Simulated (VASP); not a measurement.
Wanted: the native input for a VASP 6.6.1 run.

- Task: single point
- Functional: LDA
- Potentials or basis: VASP PAW LDA potentials, release 64 (V_sv)
- Cutoff: 520 eV
- k mesh: 15 × 15 × 15
- Occupations: gaussian, width 0.3 eV
- Spin: no spin polarisation
- Dipole correction: no
- Further INCAR settings: ALGO = Normal; EDIFF = 1e-06; NBANDS = 12

The structure of V lies in POSCAR:

```
V
1.0
   -1.4636513664      1.4636513664      1.4636513664
    1.4636513664     -1.4636513664      1.4636513664
    1.4636513664      1.4636513664     -1.4636513664
V
1
Direct
    0.0000000000      0.0000000000      0.0000000000
```

These files were run (other wordings do the same):

INCAR

```
SYSTEM = V
ALGO = Normal
EDIFF = 1E-6
ENCUT = 520
GGA = CA
ISIF = 2
ISMEAR = 0
LASPH = .TRUE.
LCHARG = .TRUE.
LELF = .TRUE.
LREAL = .FALSE.
LVHAR = .TRUE.
LWAVE = .FALSE.
NBANDS = 12
NELM = 100
PREC = Accurate
SIGMA = 0.3
```

KPOINTS

```
k-points
0
G
  15 15 15
  0 0 0
```

Potentials or basis: VASP PAW LDA potentials, release 64 (V_sv).

Command:

```bash
$ cat potpaw_LDA.64/V_sv/POTCAR > POTCAR
$ mpirun -np 1 vasp_std > vasp.out
```

Results of the run:

The pressure is 0.6 GPa.

Run time: 26 s on 1 thread of Intel Xeon 6975P-C (shared host), peak memory 0.13 GiB.
